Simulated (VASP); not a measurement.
# PbS (Cmcm) in VASP: further runs

PbS is run at these levels: PBEsol; tasks: single point.

All numbers are computed with VASP 6.6.1; they aren't measurements. Logs are shortened: lines on timing, memory, paths and dates and some standing lists are left out, and cuts for length are marked.

## (1) The cell of the first run

It takes space group Cmcm (No. 63, orthorhombic). The conventional cell has a = 4.160 Å, b = 11.983 Å, c = 4.279 Å, α = 90.00°, β = 90.00°, γ = 90.00°. Pb (site symmetry m2m) has 5 S at 2.69 to 2.99 Å within 3.5 Å. S (site symmetry m2m) has 5 Pb at 2.69 to 2.99 Å within 3.5 Å.

## (2) Single point, PBEsol

The input, INCAR:

```
SYSTEM = PbS
  PREC = Accurate
  ENCUT = 520
  EDIFF = 1E-6
  ISMEAR = 0
  SIGMA = 0.01
  LREAL = .FALSE.
  LASPH = .TRUE.
  NELM = 80
  ALGO = Normal
  ISIF = 2
  LWAVE = .FALSE.
  LCHARG = .TRUE.
  GGA = PS
  LELF = .TRUE.
  LVHAR = .TRUE.
  NBANDS = 28
```

The input, KPOINTS:

```
regular mesh
0
G
  6 6 4
  0 0 0
```

The input, POSCAR:

```
PbS
1.0
    2.0799526900     -5.9912968600      0.0000000000
    2.0799526900      5.9912968600      0.0000000000
    0.0000000000      0.0000000000      4.2793209400
Pb S
2 2
Direct
    0.8694366506      0.1305633494      0.7499999988
    0.1305633494      0.8694366506      0.2499999988
    0.6452029102      0.3547970898      0.7499999988
    0.3547970898      0.6452029102      0.2499999988
```

Potentials or basis: VASP PAW PBE potentials, release 64 (Pb_d, S).

Command:

```bash
$ cat potpaw_PBE.64/Pb_d/POTCAR potpaw_PBE.64/S/POTCAR > POTCAR
$ mpirun -np 1 vasp_std > vasp.out
```

OUTCAR:

```text
SYSTEM = PbS
   PREC = Accurate
   ENCUT = 520
   EDIFF = 1E-6
   ISMEAR = 0
   LREAL = .FALSE.
   LASPH = .TRUE.
   NELM = 80
   ISIF = 2
   GGA = PS

 ion  position               nearest neighbor table
   1  0.869  0.131  0.750-   3 2.69   4 2.99   4 2.99   4 2.99   4 2.99   2 3.79   2 3.79   2 4.13
                             2 4.13   2 4.13   2 4.13
   2  0.131  0.869  0.250-   4 2.69   3 2.99   3 2.99   3 2.99   3 2.99   1 3.79   1 3.79   1 4.13
                             1 4.13   1 4.13   1 4.13
   3  0.645  0.355  0.750-   1 2.69   2 2.99   2 2.99   2 2.99   2 2.99
   4  0.355  0.645  0.250-   2 2.69   1 2.99   1 2.99   1 2.99   1 2.99

  LATTYP: Found a base centered orthorhombic cell.
 ALAT       =     4.1599053800
 B/A-ratio  =     2.8804967001
 C/A-ratio  =     1.0287063164

  Lattice vectors:

 A1 = (   2.0799526900,  -5.9912968600,   0.0000000000)
 A2 = (   2.0799526900,   5.9912968600,   0.0000000000)
 A3 = (   0.0000000000,   0.0000000000,   4.2793209400)

Analysis of symmetry for initial positions (statically):
=====================================================================
 Subroutine PRICEL returns:
 Original cell was already a primitive cell.

 Routine SETGRP: Setting up the symmetry group for a
 base centered orthorhombic supercell.

 Subroutine GETGRP returns: Found  8 space group operations
 (whereof  4 operations were pure point group operations)
 out of a pool of  8 trial point group operations.

The static configuration has the point symmetry C_2h.
 The point group associated with its full space group is D_2h.

Analysis of symmetry for dynamics (positions and initial velocities):
=====================================================================
 Subroutine PRICEL returns:
 Original cell was already a primitive cell.

 Routine SETGRP: Setting up the symmetry group for a
 base centered orthorhombic supercell.

 Subroutine GETGRP returns: Found  8 space group operations
 (whereof  4 operations were pure point group operations)
 out of a pool of  8 trial point group operations.

The dynamic configuration has the point symmetry C_2h.
 The point group associated with its full space group is D_2h.

 Subroutine INISYM returns: Found  8 space group operations
 (whereof  4 operations are pure point group operations),
 and found     1 'primitive' translations

----------------------------------------------------------------------------------------

                                     Primitive cell

  volume of cell :     106.6545

[... 88 lines left out ...]
   LSORBIT =      F    spin-orbit coupling
   LASPH  =      T    aspherical Exc in radial PAW
   ENCUT  =  520.0 eV  38.22 Ry    6.18 a.u.  11.79 11.79  7.96*2*pi/ulx,y,z
   NELM   =     80;   NELMIN=  2; NELMDL= -5     # of ELM steps
   EDIFF  = 0.1E-05   stopping-criterion for ELM
   LREAL  =      F    real-space projection
   EDIFFG = 0.1E-04   stopping-criterion for IOM
   NSW    =      0    number of steps for IOM
   IBRION =     -1    ionic relax: 0-MD 1-quasi-New 2-CG
   NFREE  =      0    steps in history (QN), initial steepest desc. (CG)
   ISIF   =      2    stress and relaxation
   ISYM   =      2    0-nonsym 1-usesym 2-fastsym
   POTIM  = 0.5000    time-step for ionic-motion
   TEBEG  =    0.0;   TEEND  =   0.0 temperature during run
   PSTRESS=    0.0 pullay stress
   NELECT =      40.0000    total number of electrons
   NUPDOWN=      -1.0000    fix difference up-down
   EMIN   =  10.00;   EMAX   =-10.00  energy-range for DOS
   EFERMI =   0.00;   METHOD = LEGACY
   ISMEAR =     0;   SIGMA  =   0.01  broadening in eV -4-tet -1-fermi 0-gaus
   EFERMI_NEDOS =   21; number of points for ismear=-14 and -15
   IALGO  =     38    algorithm
   IMIX   =      4    mixing-type and parameters
     AMIX     =   0.40;   BMIX     =  1.00
     AMIX_MAG =   1.60;   BMIX_MAG =  1.00
  volume/ion in A,a.u.               =      26.66       179.94
  Fermi-wavevector in a.u.,A,eV,Ry     =   1.180597  2.231005 18.963935  1.393810
  Thomas-Fermi vector in A             =   2.316887
   LORBIT       =      0    0 simple, 1 ext, 2 COOP (PROOUT), +10 PAW based schemes
   GGA     = PS    functional components
   LHFCALC =     F    Hartree Fock is set to
   AEXX    =    0.0000 exact exchange contribution
   IVDW    =     0    specifies the selected vdW correction
   LEPSILON=     F    determine dielectric tensor
   LRPA    =     F    only Hartree local field effects (RPA)
 non-spin polarized calculation
 Gauss-broadening in eV      SIGMA  =   0.01
  energy-cutoff  :      520.00
  volume of cell :      106.65
 maximum number of plane-waves:      2904
   NGX = 23   NGY = 23   NGZ = 15

 number of electron      40.0000007 magnetization

 Free energy of the ion-electron system (eV)
  ---------------------------------------------------
  ext. energy  EPLUGINS =         0.00000000
  ---------------------------------------------------
  free energy    TOTEN  =       -18.75479640 eV

  energy without entropy =      -18.75479640  energy(sigma->0) =      -18.75479640

 E-fermi :   4.7890     XC(G=0):  -9.7815

 val. band max:        4.6777759893   @ k =   0.0000   0.0000   0.5000
 cond. band min:       5.8903277388   @ k =   0.5000   0.5000   0.0000
 fundamental gap:      1.2125517495
 Fermi energy:         4.7889861009

 k-point     1 :       0.0000    0.0000    0.0000
  band No.  band energies     occupation
      1     -11.5242      2.00000
      2     -11.4210      2.00000
      3     -11.4117      2.00000
      4     -11.4107      2.00000
      5     -11.3759      2.00000
      6     -11.3712      2.00000
[... 733 lines left out ...]
     27      11.8816      0.00000
     28      12.8212      0.00000

 [... further k-points ...]
[... 5 lines left out ...]
  --------------------------------------------------------------------------------------
  -------------------------------------------------------------------------------------
  Total       -1.3838326     -1.0367373     -1.4839236      0.0000000      0.0000000      0.0000000
  in kB      -20.7881099    -15.5739996    -22.2916885      0.0000000      0.0000000      0.0000000
  external PRESSURE =     -19.5512660 kB  Pullay stress =       0.0000000 kB

 VOLUME and BASIS-vectors are now :
 -----------------------------------------------------------------------------
  energy-cutoff  :      520.00
  volume of cell :      106.65
      direct lattice vectors                 reciprocal lattice vectors
     2.079952690 -5.991296860  0.000000000     0.240390083 -0.083454386  0.000000000
     2.079952690  5.991296860  0.000000000     0.240390083  0.083454386  0.000000000
     0.000000000  0.000000000  4.279320940     0.000000000  0.000000000  0.233681936

 POSITION                                       TOTAL-FORCE (eV/Angst)
 -----------------------------------------------------------------------------------
      2.07995     -4.42681      3.20949         0.000000      0.044292      0.000000
      2.07995      4.42681      1.06983         0.000000     -0.044292      0.000000
      2.07995     -1.73991      3.20949         0.000000      0.015702      0.000000
      2.07995      1.73991      1.06983         0.000000     -0.015702      0.000000
 -----------------------------------------------------------------------------------
    total drift:                                0.000000      0.000000      0.000007

  FREE ENERGIE OF THE ION-ELECTRON SYSTEM (eV)
  ---------------------------------------------------
  free  energy   TOTEN  =       -18.7547964016 eV

  energy  without entropy=      -18.7547964016  energy(sigma->0) =      -18.75479640
```

OSZICAR:

```text
N       E                     dE             d eps       ncg     rms          rms(c)
DAV:   1     0.420006115224E+03    0.42001E+03   -0.18892E+04  2184   0.154E+03
DAV:   2     0.282838952793E+02   -0.39172E+03   -0.38008E+03  2208   0.402E+02
DAV:   3    -0.174070189271E+02   -0.45691E+02   -0.44560E+02  2864   0.154E+02
DAV:   4    -0.195321071338E+02   -0.21251E+01   -0.21162E+01  2632   0.343E+01
DAV:   5    -0.196160232481E+02   -0.83916E-01   -0.83901E-01  2900   0.720E+00    0.615E+00
DAV:   6    -0.187562220568E+02    0.85980E+00   -0.21486E+00  3044   0.101E+01    0.393E+00
DAV:   7    -0.187586518735E+02   -0.24298E-02   -0.39172E-01  2532   0.268E+00    0.235E+00
DAV:   8    -0.187588768617E+02   -0.22499E-03   -0.63413E-02  3252   0.191E+00    0.598E-01
DAV:   9    -0.187545857141E+02    0.42911E-02   -0.18478E-02  3060   0.995E-01    0.992E-02
DAV:  10    -0.187547764197E+02   -0.19071E-03   -0.13042E-03  2576   0.202E-01    0.410E-02
DAV:  11    -0.187547993868E+02   -0.22967E-04   -0.84870E-05  3212   0.612E-02    0.196E-02
DAV:  12    -0.187547972619E+02    0.21249E-05   -0.13628E-05  2720   0.199E-02    0.133E-02
DAV:  13    -0.187547964016E+02    0.86027E-06   -0.16490E-06  1704   0.976E-03
   1 F= -.18754796E+02 E0= -.18754796E+02  d E =-.152020E-57
```

stdout:

```text
POSCAR found type information on POSCAR PbS
 POSCAR found :  2 types and       4 ions
 scaLAPACK will be used
 -----------------------------------------------------------------------------
|                                                                             |
|                                                                             |
|     You enforced a specific xc type in the INCAR file but a different       |
|     I HOPE YOU KNOW WHAT YOU ARE DOING!                                     |
|                                                                             |
 -----------------------------------------------------------------------------

 LDA part: xc-table for (Slater+PW92), standard interpolation
 POSCAR, INCAR and KPOINTS ok, starting setup
 FFT: planning ... GRIDC
 FFT: planning ... GRID_SOFT
 FFT: planning ... GRID
 WAVECAR not read
 entering main loop
```

Run time: 53 s. Hardware: 1 thread of Intel Xeon 6975P-C (Granite Rapids), shared host; peak memory 0.3 GiB.

Results:

```
Free energy            : -18.7548 eV
Pressure               : -2.0 GPa
Largest force          : 0.044 eV/Å
Band gap on the k mesh : 1.21 eV, indirect (least direct gap 1.56 eV)
```

Forces on the atoms (eV/Å):
```
Pb   0.000  0.044  0.000
Pb   0.000 -0.044  0.000
S    0.000  0.016  0.000
S    0.000 -0.016  0.000
```

Stress tensor (GPa, compression positive):
```
-2.08  0.00  0.00
 0.00 -1.56  0.00
 0.00  0.00 -2.23
```

Caveat: the PAW data sets were made with another functional, which shifts forces and pressure a little; spin-orbit coupling is left out, which moves the levels of the heavy elements. A k mesh can miss the band edges.

## (3) Single point, PBEsol

The input, INCAR:

```
  PREC = Accurate
  ENCUT = 520
  EDIFF = 1E-6
  ISMEAR = 0
  SIGMA = 0.01
  LREAL = False
  LASPH = True
  NELM = 100
  ALGO = Normal
  ISIF = 2
  LWAVE = False
  LCHARG = False
  GGA = PS
  NBANDS = 28
```

The input, KPOINTS:

```
Automatic mesh
0
Gamma
  6 6 4
```

POSCAR is that of step 2.

Potentials or basis: VASP PAW PBE potentials, release 64 (Pb_d, S).

Command:

```bash
$ cat potpaw_PBE.64/Pb_d/POTCAR potpaw_PBE.64/S/POTCAR > POTCAR
$ mpirun -np 1 vasp_std > vasp.out
```

Run time: 60 s. Hardware: 1 thread of Intel Xeon 6975P-C (Granite Rapids), shared host; peak memory 0.29 GiB.

Results (log left out):

- Free energy: -18.7548 eV
- Pressure: -2.0 GPa
- Largest force: 0.044 eV/Å
- Band gap on the k mesh: 1.21 eV, indirect (least direct gap 1.56 eV)

Forces on the atoms (eV/Å):
```
Pb   0.000  0.044  0.000
Pb   0.000 -0.044  0.000
S    0.000  0.016  0.000
S    0.000 -0.016  0.000
```

Stress tensor (GPa, compression positive):
```
-2.08  0.00  0.00
 0.00 -1.56  0.00
 0.00  0.00 -2.23
```

Levels at points of the mesh, in eV from the valence-band top:
```tsv
k point	band 16	band 17	band 18	band 19	band 20	band 21	band 22	band 23	band 24	band 25
(0.00, 0.00, 0.00)	-2.84	-2.27	-1.54	-1.36	-0.37	4.72	4.73	4.95	5.66	5.88
(0.50, 0.00, 0.00)	-1.92	-1.23	-1.05	-0.26	-0.26	1.82	1.92	2.29	3.04	3.23
(0.50, 0.50, 0.00)	-2.51	-1.83	-1.75	-1.19	-0.35	1.21	4.53	4.82	4.99	5.61
(0.00, 0.00, 0.50)	-2.64	-0.99	-0.99	0.00	0.00	1.86	1.86	2.85	2.85	5.07
(0.50, 0.00, 0.50)	-4.22	-3.02	-3.02	-1.32	-1.32	3.47	3.47	5.33	5.33	6.40
(0.50, 0.50, 0.50)	-1.10	-1.09	-1.09	-0.38	-0.38	1.75	1.75	3.27	3.27	3.54
```

Caveat: the PAW data sets were made with another functional, which shifts forces and pressure a little; spin-orbit coupling is left out, which moves the levels of the heavy elements. A k mesh can miss the band edges.
